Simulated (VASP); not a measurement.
# Mg2GeN3 (Imm2) in VASP: single point with PBE

Aim: the single point of Mg2GeN3 with PBE.

Program: VASP 6.6.1. These are calculated values, not measurements. Logs are shortened: lines on timing, memory, paths and dates and some standing lists are left out, and cuts for length are marked.

### Step 1. The cell of the first run

Symmetry: Imm2, No. 44, orthorhombic system. Conventional cell: a = 3.073 Å, b = 9.955 Å, c = 4.941 Å, α = 90.00°, β = 90.00°, γ = 90.00°. Within 2.7 Å of Mg (site symmetry m) lie 4 N at 2.07 to 2.12 Å. Within 2.5 Å of Ge (site symmetry mm2) lie 4 N at 1.87 to 1.91 Å. N (site symmetry m) has 1 Ge at 1.87 Å and 3 Mg at 2.07 to 2.09 Å within 2.5 Å. N (site symmetry mm2) has 2 Ge at 1.91 Å and 2 Mg at 2.12 Å within 2.5 Å.

### Step 2. Single point, PBE

Input file INCAR:

```
SYSTEM = Mg2GeN3
PREC = Accurate
ENCUT = 520
EDIFF = 1E-6
ISMEAR = 0
SIGMA = 0.2
LREAL = .False.
LASPH = .True.
NELM = 100
ALGO = Normal
ISIF = 2
LWAVE = .False.
LCHARG = .False.
GGA = PE
NBANDS = 26
```

Input file KPOINTS:

```
Automatic mesh
0
Gamma
  6 6 6
  0 0 0
```

Input file POSCAR:

```
Mg2GeN3
1.0
   -1.5365864889      4.9775010963      2.4707119689
    1.5365864889     -4.9775010963      2.4707119689
    1.5365864889      4.9775010963     -2.4707119689
Mg Ge N
2 1 3
Direct
    0.6752974635      0.0096701950      0.6656272685
    0.3440429265      0.0096701950      0.3343727315
    0.0077535940      0.0077535940      0.0000000000
    0.0677383882      0.2224648141      0.8452735740
    0.3771912401      0.2224648141      0.1547264260
    0.7779763878      0.2779763878      0.5000000000
```

Potentials or basis: VASP PAW PBE potentials, release 64 (Mg, Ge_d, N).

Command:

```bash
> cat potpaw_PBE.64/Mg/POTCAR potpaw_PBE.64/Ge_d/POTCAR potpaw_PBE.64/N/POTCAR > POTCAR
> mpirun -np 1 vasp_std > vasp.out
```

OUTCAR:

```text
SYSTEM = Mg2GeN3
   PREC = Accurate
   ENCUT = 520
   EDIFF = 1E-6
   ISMEAR = 0
   LREAL = .False.
   LASPH = .True.
   NELM = 100
   ISIF = 2
   GGA = PE

 ion  position               nearest neighbor table
   1  0.675  0.010  0.666-   4 2.07   5 2.09   5 2.09   6 2.12   2 3.30   2 3.36   2 3.36   2 3.36
                             2 3.36
   2  0.344  0.010  0.334-   5 2.07   4 2.09   4 2.09   6 2.12   1 3.30   1 3.36   1 3.36   1 3.36
                             1 3.36
   3  0.008  0.008  0.000-   4 1.87   5 1.87   6 1.91   6 1.91
   4  0.068  0.222  0.845-   3 1.87   1 2.07   2 2.09   2 2.09
   5  0.377  0.222  0.155-   3 1.87   2 2.07   1 2.09   1 2.09
   6  0.778  0.278  0.500-   3 1.91   3 1.91   2 2.12   1 2.12

  LATTYP: Found a body centered orthorhombic cell.
 ALAT       =     3.0731729778
 B/A-ratio  =     1.6079224871
 C/A-ratio  =     3.2393237428

  Lattice vectors:

 A1 = (  -1.5365864889,   4.9775010963,  -2.4707119689)
 A2 = (   1.5365864889,   4.9775010963,   2.4707119689)
 A3 = (   1.5365864889,  -4.9775010963,  -2.4707119689)

Analysis of symmetry for initial positions (statically):
=====================================================================
 Subroutine PRICEL returns:
 Original cell was already a primitive cell.

 Routine SETGRP: Setting up the symmetry group for a
 body centered orthorhombic supercell.

 Subroutine GETGRP returns: Found  4 space group operations
 (whereof  4 operations were pure point group operations)
 out of a pool of  8 trial point group operations.

The static configuration has the point symmetry C_2v.

Analysis of symmetry for dynamics (positions and initial velocities):
=====================================================================
 Subroutine PRICEL returns:
 Original cell was already a primitive cell.

 Routine SETGRP: Setting up the symmetry group for a
 body centered orthorhombic supercell.

 Subroutine GETGRP returns: Found  4 space group operations
 (whereof  4 operations were pure point group operations)
 out of a pool of  8 trial point group operations.

The dynamic configuration has the point symmetry C_2v.

 Subroutine INISYM returns: Found  4 space group operations
 (whereof  4 operations are pure point group operations),
 and found     1 'primitive' translations

----------------------------------------------------------------------------------------

                                     Primitive cell

  volume of cell :      75.5876

  direct lattice vectors                    reciprocal lattice vectors
    -1.536586489  4.977501096  2.470711969     0.000000000  0.100452012  0.202370817
     1.536586489 -4.977501096  2.470711969     0.325396588  0.000000000  0.202370817
     1.536586489  4.977501096 -2.470711969     0.325396588  0.100452012  0.000000000

  length of vectors
     5.765503693  5.765503693  5.765503693     0.225930419  0.383193015  0.340548889

  position of ions in fractional coordinates (direct lattice)
     0.675297464  0.009670195  0.665627269
     0.344042927  0.009670195  0.334372731
     0.007753594  0.007753594  0.000000000
     0.067738388  0.222464814  0.845273574
     0.377191240  0.222464814  0.154726426
     0.777976388  0.277976388  0.500000000

  ion indices of the primitive-cell ions
   primitive index   ion index
                 1           1
                 2           2
                 3           3
                 4           4
                 5           5
                 6           6

----------------------------------------------------------------------------------------

 KPOINTS: Automatic mesh

Automatic generation of k-mesh.
 Grid dimensions read from file:
 generate k-points for:    6    6    6

 Generating k-lattice:

  Cartesian coordinates                     Fractional coordinates (reciprocal lattice)
     0.000000000  0.016742002  0.033728470     0.166666667 -0.000000000  0.000000000
     0.054232765  0.000000000  0.033728470     0.000000000  0.166666667  0.000000000
     0.054232765  0.016742002  0.000000000     0.000000000 -0.000000000  0.166666667

  Length of vectors
     0.037655070  0.063865503  0.056758148

  Shift w.r.t. Gamma in fractional coordinates (k-lattice)
     0.000000000  0.000000000  0.000000000

 Subroutine IBZKPT returns following result:
 ===========================================

 Found     46 irreducible k-points:

 Following reciprocal coordinates:
            Coordinates               Weight
  0.000000  0.000000  0.000000      1.000000
  0.166667  0.000000  0.000000      4.000000
  0.333333  0.000000 -0.000000      4.000000
  0.500000  0.000000 -0.000000      2.000000
  0.000000  0.166667  0.000000      4.000000
  0.166667  0.166667 -0.000000      8.000000
[... 16 lines left out ...]
 -0.166667  0.166667  0.166667      2.000000
  0.166667  0.333333  0.166667      4.000000
 [... further k-points ...]
   k-points           NKPTS =     46   k-points in BZ     NKDIM =     46   number of bands    NBANDS=     26
   number of dos      NEDOS =    301   number of ions     NIONS =      6
   total plane-waves  NPLWV = 110592
   dimension x,y,z NGX =    48 NGY =   48 NGZ =   48
   dimension x,y,z NGXF=    96 NGYF=   96 NGZF=   96
   ions per type =               2   1   3
   NGX,Y,Z   is equivalent  to a cutoff of  13.84, 13.84, 13.84 a.u.
   NGXF,Y,Z  is equivalent  to a cutoff of  27.68, 27.68, 27.68 a.u.
 SYSTEM =  Mg2GeN3
   PREC   = accura    normal or accurate (medium, high low for compatibility)
   ISTART =      0    job   : 0-new  1-cont  2-samecut
   ICHARG =      2    charge: 1-file 2-atom 10-const
   ISPIN  =      1    spin polarized calculation?
   LNONCOLLINEAR =      F non collinear calculations
   LSORBIT =      F    spin-orbit coupling
   LASPH  =      T    aspherical Exc in radial PAW
   ENCUT  =  520.0 eV  38.22 Ry    6.18 a.u.  10.72 10.72 10.72*2*pi/ulx,y,z
   NELM   =    100;   NELMIN=  2; NELMDL= -5     # of ELM steps
   EDIFF  = 0.1E-05   stopping-criterion for ELM
   LREAL  =      F    real-space projection
   EDIFFG = 0.1E-04   stopping-criterion for IOM
   NSW    =      0    number of steps for IOM
   IBRION =     -1    ionic relax: 0-MD 1-quasi-New 2-CG
   NFREE  =      0    steps in history (QN), initial steepest desc. (CG)
   ISIF   =      2    stress and relaxation
   ISYM   =      2    0-nonsym 1-usesym 2-fastsym
   POTIM  = 0.5000    time-step for ionic-motion
   TEBEG  =    0.0;   TEEND  =   0.0 temperature during run
   PSTRESS=    0.0 pullay stress
   NELECT =      33.0000    total number of electrons
   NUPDOWN=      -1.0000    fix difference up-down
   EMIN   =  10.00;   EMAX   =-10.00  energy-range for DOS
   EFERMI =   0.00;   METHOD = LEGACY
   ISMEAR =     0;   SIGMA  =   0.20  broadening in eV -4-tet -1-fermi 0-gaus
   EFERMI_NEDOS =   21; number of points for ismear=-14 and -15
   IALGO  =     38    algorithm
   IMIX   =      4    mixing-type and parameters
     AMIX     =   0.40;   BMIX     =  1.00
     AMIX_MAG =   1.60;   BMIX_MAG =  1.00
  volume/ion in A,a.u.               =      12.60        85.02
  Fermi-wavevector in a.u.,A,eV,Ry     =   1.241927  2.346901 20.985382  1.542382
  Thomas-Fermi vector in A             =   2.376303
   LORBIT       =      0    0 simple, 1 ext, 2 COOP (PROOUT), +10 PAW based schemes
   GGA     = PE    functional components
   LHFCALC =     F    Hartree Fock is set to
   AEXX    =    0.0000 exact exchange contribution
   IVDW    =     0    specifies the selected vdW correction
   LEPSILON=     F    determine dielectric tensor
   LRPA    =     F    only Hartree local field effects (RPA)
 non-spin polarized calculation
 Gauss-broadening in eV      SIGMA  =   0.20
  energy-cutoff  :      520.00
  volume of cell :       75.59
 maximum number of plane-waves:      2059
 NGX is ok and might be reduce to    48
   NGX = 21   NGY = 21   NGZ = 21

 number of electron      33.0000002 magnetization

 Free energy of the ion-electron system (eV)
  ---------------------------------------------------
  ext. energy  EPLUGINS =         0.00000000
  ---------------------------------------------------
  free energy    TOTEN  =       -34.63419061 eV

  energy without entropy =      -34.57380038  energy(sigma->0) =      -34.60399550

 E-fermi :   3.0009     XC(G=0): -10.2355

 val. band max:        2.9897993556   @ k =  -0.3333   0.5000   0.3333
 cond. band min:       3.0243623379   @ k =   0.5000   0.5000   0.3333
 fundamental gap:      0.0345629823
 Fermi energy:         3.0009272729

 k-point     1 :       0.0000    0.0000    0.0000
  band No.  band energies     occupation
      1     -20.3440      2.00000
      2     -20.2821      2.00000
      3     -20.2611      2.00000
      4     -20.1916      2.00000
      5     -20.1651      2.00000
      6     -12.0719      2.00000
[... 18 lines left out ...]
     25      13.7001      0.00000
     26      14.4467      0.00000

 k-point     2 :       0.1667    0.0000    0.0000
  band No.  band energies     occupation
      1     -20.3440      2.00000
      2     -20.2822      2.00000
      3     -20.2611      2.00000
      4     -20.1914      2.00000
      5     -20.1651      2.00000
      6     -12.0030      2.00000
[... 18 lines left out ...]
     25      13.7241      0.00000
     26      14.7129      0.00000

 k-point     3 :       0.3333    0.0000   -0.0000
  band No.  band energies     occupation
      1     -20.3440      2.00000
      2     -20.2823      2.00000
      3     -20.2611      2.00000
      4     -20.1911      2.00000
      5     -20.1651      2.00000
      6     -11.8468      2.00000
[... 18 lines left out ...]
     25      13.5713      0.00000
     26      14.8067      0.00000

 k-point     4 :       0.5000    0.0000   -0.0000
  band No.  band energies     occupation
      1     -20.3440      2.00000
      2     -20.2824      2.00000
      3     -20.2611      2.00000
      4     -20.1910      2.00000
      5     -20.1651      2.00000
      6     -11.7560      2.00000
[... 18 lines left out ...]
     25      13.5115      0.00000
     26      14.4491      0.00000

 k-point     5 :       0.0000    0.1667    0.0000
  band No.  band energies     occupation
      1     -20.3269      2.00000
      2     -20.2807      2.00000
      3     -20.2694      2.00000
      4     -20.1896      2.00000
      5     -20.1725      2.00000
      6     -11.7184      2.00000
[... 18 lines left out ...]
     25      14.0083      0.00000
     26      15.1636      0.00000

 k-point     6 :       0.1667    0.1667   -0.0000
  band No.  band energies     occupation
      1     -20.3270      2.00000
      2     -20.2808      2.00000
      3     -20.2695      2.00000
      4     -20.1893      2.00000
      5     -20.1725      2.00000
      6     -11.5770      2.00000
[... 427 lines left out ...]
 k-point    21 :       0.1667    0.1667    0.1667
  band No.  band energies     occupation
      1     -20.3263      2.00000
      2     -20.2777      2.00000
      3     -20.2540      2.00000
      4     -20.1873      2.00000
      5     -20.1841      2.00000
      6     -10.7720      2.00000
[... 18 lines left out ...]
     25      13.7029      0.00000
     26      14.2744      0.00000

 k-point    22 :       0.3333    0.1667    0.1667
  band No.  band energies     occupation
      1     -20.3264      2.00000
      2     -20.2778      2.00000
      3     -20.2539      2.00000
      4     -20.1873      2.00000
      5     -20.1839      2.00000
      6     -10.6958      2.00000
[... 18 lines left out ...]
     25      13.5328      0.00000
     26      14.0984      0.00000

 k-point    23 :      -0.1667    0.1667    0.1667
  band No.  band energies     occupation
      1     -20.3259      2.00000
      2     -20.2775      2.00000
      3     -20.2541      2.00000
      4     -20.1873      2.00000
      5     -20.1845      2.00000
      6     -10.9589      2.00000
[... 18 lines left out ...]
     25      14.0133      0.00000
     26      14.4789      0.00000

 k-point    24 :       0.1667    0.3333    0.1667
  band No.  band energies     occupation
      1     -20.3375      2.00000
      2     -20.2763      2.00000
      3     -20.2365      2.00000
      4     -20.1946      2.00000
      5     -20.1795      2.00000
      6      -9.9479      2.00000
[... 18 lines left out ...]
     25      13.4925      0.00000
     26      14.1362      0.00000

 [... further k-points ...]
[... 5 lines left out ...]
  --------------------------------------------------------------------------------------
  -------------------------------------------------------------------------------------
  Total       -0.3287856     -0.3887304     -0.1225922      0.0000000      0.0000000      0.0000000
  in kB       -6.9690388     -8.2396469     -2.5985022      0.0000000      0.0000000      0.0000000
  external PRESSURE =      -5.9357293 kB  Pullay stress =       0.0000000 kB

 VOLUME and BASIS-vectors are now :
 -----------------------------------------------------------------------------
  energy-cutoff  :      520.00
  volume of cell :       75.59
      direct lattice vectors                 reciprocal lattice vectors
    -1.536586489  4.977501096  2.470711969     0.000000000  0.100452012  0.202370817
     1.536586489 -4.977501096  2.470711969     0.325396588  0.000000000  0.202370817
     1.536586489  4.977501096 -2.470711969     0.325396588  0.100452012  0.000000000

 POSITION                                       TOTAL-FORCE (eV/Angst)
 -----------------------------------------------------------------------------------
      0.00000      6.62632      0.04778         0.000000     -0.063730      0.004566
     -0.00000      3.32868      0.04778        -0.000000      0.063730      0.004566
      0.00000      0.00000      0.03831         0.000000      0.000000      0.065650
      1.53659      3.43720     -1.37142        -0.000000      0.002409     -0.076900
      0.00000      1.54030      1.09929        -0.000000     -0.002409     -0.076900
     -0.00000      4.97750      1.37360         0.000000     -0.000000      0.079017
 -----------------------------------------------------------------------------------
    total drift:                                0.000002      0.000003      0.000354

  FREE ENERGIE OF THE ION-ELECTRON SYSTEM (eV)
  ---------------------------------------------------
  free  energy   TOTEN  =       -34.6341906118 eV

  energy  without entropy=      -34.5738003845  energy(sigma->0) =      -34.60399550
```

It took 8.4 min on 1 thread of Oxide Virtual Turin-like, shared host; peak memory 0.33 GiB.

Results:

```yaml
Free_energy: -34.6342 eV
Pressure: -0.6 GPa
Largest_force: 0.079 eV/Å
```

Forces in eV/Å, atoms in the order of the input:
```
Mg   0.000 -0.064  0.005
Mg   0.000  0.064  0.005
Ge   0.000  0.000  0.066
N    0.000  0.002 -0.077
N    0.000 -0.002 -0.077
N    0.000  0.000  0.079
```

Caveat: the k points lie up to 0.40 Å⁻¹ apart.
